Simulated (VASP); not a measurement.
# BePd (Pm-3m) in VASP: further runs

BePd is run at these levels: LDA; tasks: electric field gradients.

All numbers are computed with VASP 6.6.1; they aren't measurements. Logs are shortened: lines on timing, memory, paths and dates and some standing lists are left out, and cuts for length are marked.

## (1) The cell of the first run

The structure is cubic, space group Pm-3m (No. 221). The conventional cell has a = 2.804 Å, b = 2.804 Å, c = 2.804 Å, α = 90.00°, β = 90.00°, γ = 90.00°. Be (site symmetry m-3m) has 8 Pd at 2.43 Å and 6 Be at 2.80 Å within 3.2 Å. Within 3.2 Å of Pd (site symmetry m-3m) lie 8 Be at 2.43 Å and 6 Pd at 2.80 Å.

## (2) Electric field gradients, LDA (11.02 Å³/atom)

File INCAR:

```
SYSTEM = BePd
PREC = Accurate
ENCUT = 520
EDIFF = 1E-8
ISMEAR = -1
SIGMA = 0.08
LREAL = .FALSE.
LASPH = .TRUE.
NELM = 60
ALGO = Normal
ISIF = 2
LWAVE = .FALSE.
LCHARG = .FALSE.
LEFG = .TRUE.
NBANDS = 13
```

File KPOINTS:

```
Automatic mesh
0
G
  12 12 12
  0 0 0
```

File POSCAR:

```
BePd
1.0
    2.8035919030      0.0000000000      0.0000000000
    0.0000000000      2.8035919030      0.0000000000
    0.0000000000      0.0000000000      2.8035919030
Be Pd
1 1
Direct
    0.0000000000      0.0000000000      0.0000000000
    0.5000000000      0.5000000000      0.5000000000
```

Potentials or basis: VASP PAW LDA potentials, release 64 (Be, Pd).

Started as:

```console
$ cat potpaw_LDA.64/Be/POTCAR potpaw_LDA.64/Pd/POTCAR > POTCAR
$ mpirun -np 1 vasp_std > vasp.out
```

OUTCAR:

```text
SYSTEM = BePd
   PREC = Accurate
   ENCUT = 520
   EDIFF = 1E-8
   ISMEAR = -1
   LREAL = .FALSE.
   LASPH = .TRUE.
   NELM = 60
   ISIF = 2

 ion  position               nearest neighbor table
   1  0.000  0.000  0.000-   2 2.43   2 2.43   2 2.43   2 2.43   2 2.43   2 2.43   2 2.43   2 2.43

   2  0.500  0.500  0.500-   1 2.43   1 2.43   1 2.43   1 2.43   1 2.43   1 2.43   1 2.43   1 2.43

  LATTYP: Found a simple cubic cell.
 ALAT       =     2.8035919030

  Lattice vectors:

 A1 = (   2.8035919030,   0.0000000000,   0.0000000000)
 A2 = (   0.0000000000,   2.8035919030,   0.0000000000)
 A3 = (   0.0000000000,   0.0000000000,   2.8035919030)

Analysis of symmetry for initial positions (statically):
=====================================================================
 Subroutine PRICEL returns:
 Original cell was already a primitive cell.

 Routine SETGRP: Setting up the symmetry group for a
 simple cubic supercell.

 Subroutine GETGRP returns: Found 48 space group operations
 (whereof 48 operations were pure point group operations)
 out of a pool of 48 trial point group operations.

The static configuration has the point symmetry O_h .

Analysis of symmetry for dynamics (positions and initial velocities):
=====================================================================
 Subroutine PRICEL returns:
 Original cell was already a primitive cell.

 Routine SETGRP: Setting up the symmetry group for a
 simple cubic supercell.

 Subroutine GETGRP returns: Found 48 space group operations
 (whereof 48 operations were pure point group operations)
 out of a pool of 48 trial point group operations.

The dynamic configuration has the point symmetry O_h .

 Subroutine INISYM returns: Found 48 space group operations
 (whereof 48 operations are pure point group operations),
 and found     1 'primitive' translations

----------------------------------------------------------------------------------------

                                     Primitive cell

  volume of cell :      22.0366

  direct lattice vectors                    reciprocal lattice vectors
     2.803591903  0.000000000  0.000000000     0.356685293  0.000000000  0.000000000
     0.000000000  2.803591903  0.000000000     0.000000000  0.356685293  0.000000000
     0.000000000  0.000000000  2.803591903     0.000000000  0.000000000  0.356685293

  length of vectors
     2.803591903  2.803591903  2.803591903     0.356685293  0.356685293  0.356685293

  position of ions in fractional coordinates (direct lattice)
     0.000000000  0.000000000  0.000000000
     0.500000000  0.500000000  0.500000000

  ion indices of the primitive-cell ions
   primitive index   ion index
                 1           1
                 2           2

----------------------------------------------------------------------------------------

 KPOINTS: Automatic mesh

Automatic generation of k-mesh.
 Grid dimensions read from file:
 generate k-points for:   12   12   12

 Generating k-lattice:

  Cartesian coordinates                     Fractional coordinates (reciprocal lattice)
     0.029723774  0.000000000  0.000000000     0.083333333  0.000000000  0.000000000
     0.000000000  0.029723774  0.000000000     0.000000000  0.083333333  0.000000000
     0.000000000  0.000000000  0.029723774     0.000000000  0.000000000  0.083333333

  Length of vectors
     0.029723774  0.029723774  0.029723774

  Shift w.r.t. Gamma in fractional coordinates (k-lattice)
     0.000000000  0.000000000  0.000000000

 Subroutine IBZKPT returns following result:
 ===========================================

 Found     84 irreducible k-points:

 Following reciprocal coordinates:
            Coordinates               Weight
  0.000000  0.000000  0.000000      1.000000
  0.083333  0.000000  0.000000      6.000000
  0.166667  0.000000  0.000000      6.000000
  0.250000  0.000000  0.000000      6.000000
  0.333333  0.000000  0.000000      6.000000
  0.416667  0.000000  0.000000      6.000000
[... 16 lines left out ...]
  0.333333  0.333333  0.000000     12.000000
  0.416667  0.333333  0.000000     24.000000
 [... further k-points ...]
   k-points           NKPTS =     84   k-points in BZ     NKDIM =     84   number of bands    NBANDS=     13
   number of dos      NEDOS =    301   number of ions     NIONS =      2
   total plane-waves  NPLWV =  13824
   dimension x,y,z NGX =    24 NGY =   24 NGZ =   24
   dimension x,y,z NGXF=    48 NGYF=   48 NGZF=   48
   ions per type =               1   1
   NGX,Y,Z   is equivalent  to a cutoff of  14.23, 14.23, 14.23 a.u.
   NGXF,Y,Z  is equivalent  to a cutoff of  28.46, 28.46, 28.46 a.u.
 SYSTEM =  BePd
   PREC   = accura    normal or accurate (medium, high low for compatibility)
   ISTART =      0    job   : 0-new  1-cont  2-samecut
   ICHARG =      2    charge: 1-file 2-atom 10-const
   ISPIN  =      1    spin polarized calculation?
   LNONCOLLINEAR =      F non collinear calculations
   LSORBIT =      F    spin-orbit coupling
   LASPH  =      T    aspherical Exc in radial PAW
   ENCUT  =  520.0 eV  38.22 Ry    6.18 a.u.   5.21  5.21  5.21*2*pi/ulx,y,z
   NELM   =     60;   NELMIN=  2; NELMDL= -5     # of ELM steps
   EDIFF  = 0.1E-07   stopping-criterion for ELM
   LREAL  =      F    real-space projection
   EDIFFG = 0.1E-06   stopping-criterion for IOM
   NSW    =      0    number of steps for IOM
   IBRION =     -1    ionic relax: 0-MD 1-quasi-New 2-CG
   NFREE  =      0    steps in history (QN), initial steepest desc. (CG)
   ISIF   =      2    stress and relaxation
   ISYM   =      2    0-nonsym 1-usesym 2-fastsym
   POTIM  = 0.5000    time-step for ionic-motion
   TEBEG  =    0.0;   TEEND  =   0.0 temperature during run
   PSTRESS=    0.0 pullay stress
   NELECT =      12.0000    total number of electrons
   NUPDOWN=      -1.0000    fix difference up-down
   EMIN   =  10.00;   EMAX   =-10.00  energy-range for DOS
   EFERMI =   0.00;   METHOD = LEGACY
   ISMEAR =    -1;   SIGMA  =   0.08  broadening in eV -4-tet -1-fermi 0-gaus
   EFERMI_NEDOS =   21; number of points for ismear=-14 and -15
   IALGO  =     38    algorithm
   IMIX   =      4    mixing-type and parameters
     AMIX     =   0.40;   BMIX     =  1.00
     AMIX_MAG =   1.60;   BMIX_MAG =  1.00
  volume/ion in A,a.u.               =      11.02        74.36
  Fermi-wavevector in a.u.,A,eV,Ry     =   1.336864  2.526306 24.316392  1.787204
  Thomas-Fermi vector in A             =   2.465457
   LORBIT       =      0    0 simple, 1 ext, 2 COOP (PROOUT), +10 PAW based schemes
   GGA     = CA    functional components
   LHFCALC =     F    Hartree Fock is set to
   AEXX    =    0.0000 exact exchange contribution
   IVDW    =     0    specifies the selected vdW correction
   LEPSILON=     F    determine dielectric tensor
   LRPA    =     F    only Hartree local field effects (RPA)
 non-spin polarized calculation
  energy-cutoff  :      520.00
  volume of cell :       22.04
 maximum number of plane-waves:       624
 NGX is ok and might be reduce to    24
   NGX = 11   NGY = 11   NGZ = 11

 number of electron      12.0000004 magnetization

 Free energy of the ion-electron system (eV)
  ---------------------------------------------------
  ext. energy  EPLUGINS =         0.00000000
  ---------------------------------------------------
  free energy    TOTEN  =       -11.94777627 eV

  energy without entropy =      -11.93009162  energy(sigma->0) =      -11.93893394

 E-fermi :   9.8506     XC(G=0): -12.6344

 val. band max:        9.8400193545   @ k =   0.4167   0.4167   0.0833
 cond. band min:       9.8586183058   @ k =   0.5000   0.5000   0.1667
 fundamental gap:      0.0185989514
 Fermi energy:         9.8506188880

 k-point     1 :       0.0000    0.0000    0.0000
  band No.  band energies     occupation
      1       0.1381      2.00000
      2       4.1644      2.00000
      3       4.1644      2.00000
      4       7.5004      2.00000
      5       7.5004      2.00000
      6       7.5004      2.00000
      7      15.1539      0.00000
      8      15.1539      0.00000
      9      15.1539      0.00000
     10      24.3238      0.00000
     11      24.3238      0.00000
     12      26.7724      0.00000
     13      33.3976      0.00000
[... 354 lines left out ...]
  band No.  band energies     occupation
      1       3.2839      2.00000
      2       4.3853      2.00000
      3       6.2352      2.00000
      4       6.3826      2.00000
      5       6.7093      2.00000
      6       7.1175      2.00000
      7      10.0333      0.18504
      8      15.9082      0.00000
      9      17.7909      0.00000
     10      18.9035      0.00000
     11      25.3790      0.00000
     12      26.8253      0.00000
     13      28.9564      0.00000

 [... further k-points ...]

------------------------ aborting loop because EDIFF is reached ----------------------------------------

  FORCE on cell =-STRESS in cart. coord.  units (eV):
  Direction    XX          YY          ZZ          XY          YZ          ZX
  --------------------------------------------------------------------------------------
  -------------------------------------------------------------------------------------
  Total       -0.7742553     -0.7742553     -0.7742553     -0.0000000     -0.0000000      0.0000000
  in kB      -56.2924826    -56.2924826    -56.2924826     -0.0000000     -0.0000000      0.0000000
  external PRESSURE =     -56.2924826 kB  Pullay stress =       0.0000000 kB

 VOLUME and BASIS-vectors are now :
 -----------------------------------------------------------------------------
  energy-cutoff  :      520.00
  volume of cell :       22.04
      direct lattice vectors                 reciprocal lattice vectors
     2.803591903  0.000000000  0.000000000     0.356685293  0.000000000  0.000000000
     0.000000000  2.803591903  0.000000000     0.000000000  0.356685293  0.000000000
     0.000000000  0.000000000  2.803591903     0.000000000  0.000000000  0.356685293

 POSITION                                       TOTAL-FORCE (eV/Angst)
 -----------------------------------------------------------------------------------
      0.00000      0.00000      0.00000         0.000000      0.000000      0.000000
      1.40180      1.40180      1.40180         0.000000      0.000000      0.000000
 -----------------------------------------------------------------------------------
    total drift:                                0.000000     -0.000000     -0.000000

  FREE ENERGIE OF THE ION-ELECTRON SYSTEM (eV)
  ---------------------------------------------------
  free  energy   TOTEN  =       -11.9477762667 eV

  energy  without entropy=      -11.9300916219  energy(sigma->0) =      -11.93893394

 Electric field gradients (V/A^2)
---------------------------------------------------------------------
 ion       V_xx      V_yy      V_zz      V_xy      V_xz      V_yz
---------------------------------------------------------------------
   1       0.000     0.000    -0.000     0.000    -0.000    -0.000
   2       0.000     0.000     0.000     0.000    -0.000     0.000
---------------------------------------------------------------------

 Electric field gradients after diagonalization (V/A^2)
 (convention: |V_zz| > |V_xx| > |V_yy|)
----------------------------------------------------------------------
 ion       V_xx      V_yy      V_zz     asymmetry (V_yy - V_xx)/ V_zz
----------------------------------------------------------------------
   1      -0.000     0.000     0.000       0.707
   2       0.000     0.000     0.000      -0.065
----------------------------------------------------------------------

           NMR quadrupolar parameters

 Cq : quadrupolar parameter    Cq=e*Q*V_zz/h
 eta: asymmetry parameters     (V_yy - V_xx)/ V_zz
 Q  : nuclear electric quadrupole moment in mb (millibarn)
----------------------------------------------------------------------
 ion       Cq(MHz)       eta       Q (mb)
----------------------------------------------------------------------
   1       0.000       0.707       1.000
   2       0.000      -0.065       1.000
----------------------------------------------------------------------
```

Run time: 21 s. Hardware: 1 thread of Intel Xeon 8259CL, shared host; peak memory 0.15 GiB.

What came out:

* Free energy: -11.9478 eV
* Pressure: -5.6 GPa
* Band gap on the k mesh: zero (bands 6 and 7 overlap by 6.12 eV)
* Largest electric field gradient by atom: under 0.05 V/Å² on every atom

Levels at points of the mesh, in eV from the Fermi level:
```
           k point  band 2  band 3  band 4  band 5  band 6  band 7  band 8  band 9  band 10  band 11
(0.00, 0.00, 0.00)   -5.69   -5.69   -2.35   -2.35   -2.35    5.30    5.30    5.30    14.47    14.47
(0.50, 0.00, 0.00)   -5.20   -4.66   -3.93   -3.93   -2.21   -0.02   10.16   10.16    11.49    14.70
(0.50, 0.50, 0.00)   -4.96   -3.39   -3.39   -1.89   -1.89   -1.29    5.50    6.19     8.68    15.75
(0.50, 0.50, 0.50)   -6.48   -6.48   -1.22   -1.22    4.83    5.60    5.60    5.60     6.78     6.78
```

Caveat: the cell stands under tension.

## (3) Electric field gradients, LDA (11.57 Å³/atom)

This run uses another cell than the first one, of 11.57 Å³/atom.

File INCAR:

```
PREC     = Accurate       # precision mode
ENCUT    = 520            # plane-wave cutoff, eV
EDIFF    = 1E-8           # SCF threshold, eV
ISMEAR   = -1             # smearing method
SIGMA    = 0.08           # smearing width, eV
LREAL    = F              # projectors in reciprocal space
LASPH    = T              # aspherical terms in the spheres
NELM     = 60             # most SCF steps
ALGO     = Normal         # electronic algorithm
ISIF     = 2              # what is computed and relaxed
LWAVE    = F              # write WAVECAR
LCHARG   = F              # write CHGCAR
GGA      = CA             # functional
LEFG     = T            
NBANDS   = 13             # bands
```

File KPOINTS:

```
regular mesh
0
Gamma
  12 12 12
```

File POSCAR:

```
BePd
1.0
    2.8500174030      0.0000000000      0.0000000000
    0.0000000000      2.8500174030      0.0000000000
    0.0000000000      0.0000000000      2.8500174030
Be Pd
1 1
Direct
    0.0000000000      0.0000000000      0.0000000000
    0.5000000000      0.5000000000      0.5000000000
```

Potentials or basis: VASP PAW LDA potentials, release 64 (Be, Pd).

Started as:

```console
$ cat potpaw_LDA.64/Be/POTCAR potpaw_LDA.64/Pd/POTCAR > POTCAR
$ mpirun -np 1 vasp_std > vasp.out
```

OUTCAR:

```text
PREC = Accurate
   ENCUT = 520
   EDIFF = 1E-8
   ISMEAR = -1
   LREAL = F
   LASPH = T
   NELM = 60
   ISIF = 2
   GGA = CA

 ion  position               nearest neighbor table
   1  0.000  0.000  0.000-   2 2.47   2 2.47   2 2.47   2 2.47   2 2.47   2 2.47   2 2.47   2 2.47

   2  0.500  0.500  0.500-   1 2.47   1 2.47   1 2.47   1 2.47   1 2.47   1 2.47   1 2.47   1 2.47

  LATTYP: Found a simple cubic cell.
 ALAT       =     2.8500174030

  Lattice vectors:

 A1 = (   2.8500174030,   0.0000000000,   0.0000000000)
 A2 = (   0.0000000000,   2.8500174030,   0.0000000000)
 A3 = (   0.0000000000,   0.0000000000,   2.8500174030)

Analysis of symmetry for initial positions (statically):
=====================================================================
 Subroutine PRICEL returns:
 Original cell was already a primitive cell.

 Routine SETGRP: Setting up the symmetry group for a
 simple cubic supercell.

 Subroutine GETGRP returns: Found 48 space group operations
 (whereof 48 operations were pure point group operations)
[... 573 lines left out ...]
     0.000000000  2.850017403  0.000000000     0.000000000  0.350875050  0.000000000
     0.000000000  0.000000000  2.850017403     0.000000000  0.000000000  0.350875050

 POSITION                                       TOTAL-FORCE (eV/Angst)
 -----------------------------------------------------------------------------------
      0.00000      0.00000      0.00000         0.000000      0.000000      0.000000
      1.42501      1.42501      1.42501         0.000000      0.000000      0.000000
 -----------------------------------------------------------------------------------
    total drift:                                0.000000     -0.000000     -0.000000

  FREE ENERGIE OF THE ION-ELECTRON SYSTEM (eV)
  ---------------------------------------------------
  free  energy   TOTEN  =       -11.8807466248 eV

  energy  without entropy=      -11.8627581056  energy(sigma->0) =      -11.87175237

 Electric field gradients (V/A^2)
---------------------------------------------------------------------
 ion       V_xx      V_yy      V_zz      V_xy      V_xz      V_yz
---------------------------------------------------------------------
   1       0.000     0.000    -0.000     0.000     0.000    -0.000
   2       0.000     0.000     0.000    -0.000    -0.000    -0.000
---------------------------------------------------------------------

 Electric field gradients after diagonalization (V/A^2)
 (convention: |V_zz| > |V_xx| > |V_yy|)
----------------------------------------------------------------------
 ion       V_xx      V_yy      V_zz     asymmetry (V_yy - V_xx)/ V_zz
----------------------------------------------------------------------
   1       0.000     0.000    -0.000       0.027
   2       0.000     0.000     0.000      -0.011
----------------------------------------------------------------------

           NMR quadrupolar parameters

 Cq : quadrupolar parameter    Cq=e*Q*V_zz/h
 eta: asymmetry parameters     (V_yy - V_xx)/ V_zz
 Q  : nuclear electric quadrupole moment in mb (millibarn)
----------------------------------------------------------------------
 ion       Cq(MHz)       eta       Q (mb)
----------------------------------------------------------------------
   1      -0.000       0.027       1.000
   2       0.000      -0.011       1.000
----------------------------------------------------------------------
```

It took 26 s on 1 thread of Intel Xeon 8259CL, shared host; peak memory 0.15 GiB.

What came out:

```yaml
Free_energy: -11.8807 eV
Pressure: -13.4 GPa
Band_gap_on_the_k_mesh: zero (bands 6 and 7 overlap by 5.88 eV)
Largest_electric_field_gradient_by_atom: under 0.05 V/Å² on every atom
```

Levels at points of the mesh, in eV from the Fermi level:
```tsv
k point	band 2	band 3	band 4	band 5	band 6	band 7	band 8	band 9	band 10	band 11
(0.00, 0.00, 0.00)	-5.32	-5.32	-2.24	-2.24	-2.24	5.24	5.24	5.24	14.10	14.10
(0.50, 0.00, 0.00)	-4.87	-4.49	-3.70	-3.70	-2.11	-0.05	9.83	9.83	11.46	14.35
(0.50, 0.50, 0.00)	-4.66	-3.20	-3.20	-1.72	-1.72	-1.26	5.19	5.81	8.52	15.42
(0.50, 0.50, 0.50)	-6.08	-6.08	-1.19	-1.19	4.62	5.48	5.48	5.48	6.51	6.51
```

Caveat: the cell stands under tension.

(Continued in part 2 of 2.)

The gap in the log of VASP goes by the Fermi energy; the results here count the filled bands.